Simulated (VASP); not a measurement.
# Al in VASP: notebook

Al is run at these levels: PBEsol; tasks: single point.

Program: VASP 6.6.1. These are calculated values, not measurements. Logs are shortened: lines on timing, memory, paths and dates and some standing lists are left out, and cuts for length are marked.

## (1) The cell of the first run

It takes space group I4/mmm (No. 139, tetragonal). The conventional cell has a = 2.883 Å, b = 2.883 Å, c = 3.956 Å, α = 90.00°, β = 90.00°, γ = 90.00°. Al (site symmetry 4/mmm) has 12 Al at 2.84 to 2.88 Å within 3.7 Å.

## (2) Single point, PBEsol (strained)

The input, INCAR:

```
SYSTEM = Al
PREC     = Accurate       ! precision mode
ENCUT    = 520            ! plane-wave cutoff, eV
EDIFF    = 1E-6           ! SCF threshold, eV
ISMEAR   = 0              ! smearing method
SIGMA    = 0.1            ! smearing width, eV
LREAL    = .FALSE.        ! projectors in reciprocal space
LASPH    = .TRUE.         ! aspherical terms in the spheres
NELM     = 80             ! most SCF steps
ALGO     = Fast           ! electronic algorithm
ISIF     = 2              ! what is computed and relaxed
LWAVE    = .FALSE.        ! write WAVECAR
LCHARG   = .FALSE.        ! write CHGCAR
GGA      = PS             ! functional
NBANDS   = 8              ! bands
```

The input, KPOINTS:

```
regular mesh
0
G
  16 16 16
  0 0 0
```

The input, POSCAR:

```
Al
1.0
    0.0000000000      2.0386943346      2.0386943346
    1.9779749346      0.0000000000      2.0386943346
    1.9779749346      2.0386943346      0.0000000000
Al
1
Direct
    0.0000000000      0.0000000000      0.0000000000
```

Potentials or basis: VASP PAW PBE potentials, release 64 (Al).

Command:

```console
> cat potpaw_PBE.64/Al/POTCAR > POTCAR
> mpirun -np 1 vasp_std > vasp.out
```

OUTCAR:

```text
SYSTEM = Al
   PREC = Accurate
   ENCUT = 520
   EDIFF = 1E-6
   ISMEAR = 0
   LREAL = .FALSE.
   LASPH = .TRUE.
   NELM = 80
   ISIF = 2
   GGA = PS

 ion  position               nearest neighbor table
   1  0.000  0.000  0.000-

  LATTYP: Found a body centered tetragonal cell.
 ALAT       =     2.8831491775
 C/A-ratio  =     1.3720933693

  Lattice vectors:

 A1 = (  -1.9779749346,   0.0000000000,  -2.0386943346)
 A2 = (  -1.9779749346,   0.0000000000,   2.0386943346)
 A3 = (   1.9779749346,   2.0386943346,   0.0000000000)

Analysis of symmetry for initial positions (statically):
=====================================================================
 Subroutine PRICEL returns:
 Original cell was already a primitive cell.

 Routine SETGRP: Setting up the symmetry group for a
 body centered tetragonal supercell.

 Subroutine GETGRP returns: Found 16 space group operations
 (whereof 16 operations were pure point group operations)
 out of a pool of 16 trial point group operations.

The static configuration has the point symmetry D_4h.

Analysis of symmetry for dynamics (positions and initial velocities):
=====================================================================
 Subroutine PRICEL returns:
 Original cell was already a primitive cell.

 Routine SETGRP: Setting up the symmetry group for a
 body centered tetragonal supercell.

 Subroutine GETGRP returns: Found 16 space group operations
 (whereof 16 operations were pure point group operations)
 out of a pool of 16 trial point group operations.

The dynamic configuration has the point symmetry D_4h.

 Subroutine INISYM returns: Found 16 space group operations
 (whereof 16 operations are pure point group operations),
 and found     1 'primitive' translations

----------------------------------------------------------------------------------------

                                     Primitive cell

  volume of cell :      16.4420

  direct lattice vectors                    reciprocal lattice vectors
     0.000000000  2.038694335  2.038694335    -0.252783790  0.245255010  0.245255010
     1.977974935  0.000000000  2.038694335     0.252783790 -0.245255010  0.245255010
     1.977974935  2.038694335  0.000000000     0.252783790  0.245255010 -0.245255010

  length of vectors
     2.883149178  2.840538581  2.840538581     0.429184907  0.429184907  0.429184907

  position of ions in fractional coordinates (direct lattice)
     0.000000000  0.000000000  0.000000000

  ion indices of the primitive-cell ions
   primitive index   ion index
                 1           1

[... 73 lines left out ...]
   EDIFFG = 0.1E-04   stopping-criterion for IOM
   NSW    =      0    number of steps for IOM
   IBRION =     -1    ionic relax: 0-MD 1-quasi-New 2-CG
   NFREE  =      0    steps in history (QN), initial steepest desc. (CG)
   ISIF   =      2    stress and relaxation
   ISYM   =      2    0-nonsym 1-usesym 2-fastsym
   POTIM  = 0.5000    time-step for ionic-motion
   TEBEG  =    0.0;   TEEND  =   0.0 temperature during run
   PSTRESS=    0.0 pullay stress
   NELECT =       3.0000    total number of electrons
   NUPDOWN=      -1.0000    fix difference up-down
   EMIN   =  10.00;   EMAX   =-10.00  energy-range for DOS
   EFERMI =   0.00;   METHOD = LEGACY
   ISMEAR =     0;   SIGMA  =   0.10  broadening in eV -4-tet -1-fermi 0-gaus
   EFERMI_NEDOS =   21; number of points for ismear=-14 and -15
   IALGO  =     68    algorithm
   IMIX   =      4    mixing-type and parameters
     AMIX     =   0.40;   BMIX     =  1.00
     AMIX_MAG =   1.60;   BMIX_MAG =  1.00
  volume/ion in A,a.u.               =      16.44       110.96
  Fermi-wavevector in a.u.,A,eV,Ry     =   0.928532  1.754671 11.730560  0.862172
  Thomas-Fermi vector in A             =   2.054719
   LORBIT       =      0    0 simple, 1 ext, 2 COOP (PROOUT), +10 PAW based schemes
   GGA     = PS    functional components
   LHFCALC =     F    Hartree Fock is set to
   AEXX    =    0.0000 exact exchange contribution
   IVDW    =     0    specifies the selected vdW correction
   LEPSILON=     F    determine dielectric tensor
   LRPA    =     F    only Hartree local field effects (RPA)
 non-spin polarized calculation
 RMM-DIIS sequential band-by-band and
 Gauss-broadening in eV      SIGMA  =   0.10
  energy-cutoff  :      520.00
  volume of cell :       16.44
 maximum number of plane-waves:       461
 NGX is ok and might be reduce to    24
   NGX = 11   NGY = 11   NGZ = 11

 number of electron       3.0000000 magnetization

 Free energy of the ion-electron system (eV)
  ---------------------------------------------------
  ext. energy  EPLUGINS =         0.00000000
  ---------------------------------------------------
  free energy    TOTEN  =        -4.09370105 eV

  energy without entropy =       -4.09149236  energy(sigma->0) =       -4.09259670

 E-fermi :   8.0087     XC(G=0): -10.2697

 val. band max:        8.0029994926   @ k =   0.5000   0.4375   0.0625
 cond. band min:       8.0093707780   @ k =  -0.3125   0.3750   0.0625
 fundamental gap:      0.0063712855
 Fermi energy:         8.0087346225

 k-point     1 :       0.0000    0.0000    0.0000
  band No.  band energies     occupation
      1      -3.1676      2.00000
      2      20.5053      0.00000
      3      20.5053      0.00000
      4      20.8273      0.00000
      5      22.0609      0.00000
      6      22.1576      0.00000
      7      22.1576      0.00000
      8      24.5101      0.00000
[... 243 lines left out ...]
 k-point    24 :      -0.0625    0.0625    0.0000
  band No.  band energies     occupation
      1      -2.8810      2.00000
      2      17.7586      0.00000
      3      18.4026      0.00000
      4      20.9446      0.00000
      5      22.2800      0.00000
      6      23.1898      0.00000
      7      23.7476      0.00000
      8      25.3397      0.00000

 [... further k-points ...]
[... 5 lines left out ...]
  --------------------------------------------------------------------------------------
  -------------------------------------------------------------------------------------
  Total        0.0926204     -0.2192215     -0.2192215      0.0000000      0.0000000      0.0000000
  in kB        9.0253097    -21.3618472    -21.3618472      0.0000000      0.0000000      0.0000000
  external PRESSURE =     -11.2327949 kB  Pullay stress =       0.0000000 kB

 VOLUME and BASIS-vectors are now :
 -----------------------------------------------------------------------------
  energy-cutoff  :      520.00
  volume of cell :       16.44
      direct lattice vectors                 reciprocal lattice vectors
     0.000000000  2.038694335  2.038694335    -0.252783790  0.245255010  0.245255010
     1.977974935  0.000000000  2.038694335     0.252783790 -0.245255010  0.245255010
     1.977974935  2.038694335  0.000000000     0.252783790  0.245255010 -0.245255010

 POSITION                                       TOTAL-FORCE (eV/Angst)
 -----------------------------------------------------------------------------------
      0.00000      0.00000      0.00000         0.000000      0.000000     -0.000000
 -----------------------------------------------------------------------------------
    total drift:                               -0.000000     -0.000000     -0.000000

  FREE ENERGIE OF THE ION-ELECTRON SYSTEM (eV)
  ---------------------------------------------------
  free  energy   TOTEN  =        -4.0937010476 eV

  energy  without entropy=       -4.0914923583  energy(sigma->0) =       -4.09259670
```

stdout:

```text
POSCAR found type information on POSCAR Al
 POSCAR found :  1 types and       1 ions
 scaLAPACK will be used
 -----------------------------------------------------------------------------
|                                                                             |
|                                                                             |
|     You enforced a specific xc type in the INCAR file but a different       |
|     I HOPE YOU KNOW WHAT YOU ARE DOING!                                     |
|                                                                             |
 -----------------------------------------------------------------------------

 LDA part: xc-table for (Slater+PW92), standard interpolation
 POSCAR, INCAR and KPOINTS ok, starting setup
 FFT: planning ... GRIDC
 FFT: planning ... GRID_SOFT
 FFT: planning ... GRID
 WAVECAR not read
 entering main loop
```

Wall time 29 s (1 thread of Intel Xeon Platinum 8259CL at 2.50GHz (Skylake/Cascade Lake), shared host); peak memory 0.16 GiB.

What came out:

| Property | Result |
| --- | --- |
| Free energy | -4.0937 eV |
| Pressure | -1.1 GPa |

Stress tensor (GPa, compression positive):
```
 0.90  0.00  0.00
 0.00 -2.14  0.00
 0.00  0.00 -2.14
```

Caveat: the cell differs from its parent crystal (strained); the PAW data sets were made with another functional, which shifts forces and pressure a little.

## (3) Single point, PBEsol (the cell strained at random)

The input, INCAR:

```
SYSTEM = Al
  PREC = Accurate
  ENCUT = 520
  EDIFF = 1E-7
  ISMEAR = 0
  SIGMA = 0.1
  LREAL = .FALSE.
  LASPH = .TRUE.
  NELM = 60
  ALGO = Fast
  ISIF = 2
  LWAVE = .FALSE.
  LCHARG = .FALSE.
  GGA = PS
  NBANDS = 8
```

The input, KPOINTS:

```
Automatic mesh
0
G
  14 14 16
  0 0 0
```

The input, POSCAR:

```
Al
1.0
   -0.0824569452      2.1245920458      2.1323438892
    2.0867436198     -0.0641399262      2.1140268702
    2.0477617650      2.0672931720     -0.0251580714
Al
1
Direct
    0.0000000000      0.0000000000      0.0000000000
```

Potentials or basis: VASP PAW PBE potentials, release 64 (Al).

Command:

```console
> cat potpaw_PBE.64/Al/POTCAR > POTCAR
> mpirun -np 1 vasp_std > vasp.out
```

It took 2.8 min on 1 thread of Intel Xeon Platinum 8259CL at 2.50GHz (Skylake/Cascade Lake), shared host; peak memory 0.31 GiB.

The run converged. Its results:

- Free energy: -3.9852 eV
- Pressure: -9.2 GPa

Stress tensor (GPa, compression positive):
```
 -8.69   0.67   0.18
  0.67  -8.57   0.17
  0.18   0.17 -10.21
```

Levels at points of the mesh, in eV from the Fermi level:
```
           k point  band 1  band 2  band 3  band 4
(0.00, 0.00, 0.00)  -10.14   11.00   11.35   11.67
(0.50, 0.00, 0.00)   -4.60   -4.17   10.10   10.62
(0.00, 0.50, 0.00)   -4.41   -4.10    9.79   10.37
(0.50, 0.50, 0.00)   -2.63   -1.73    4.15    5.06
(0.00, 0.00, 0.50)   -3.98   -3.94    9.47    9.89
(0.50, 0.00, 0.50)   -2.58   -1.63    4.67    5.21
(0.00, 0.50, 0.50)   -2.46   -1.45    4.77    4.92
(0.50, 0.50, 0.50)   -3.82   -3.71    9.29    9.41
```

Caveat: the cell differs from its parent crystal (the cell strained at random); the PAW data sets were made with another functional, which shifts forces and pressure a little.

(Part 1 of 2 ends here.)
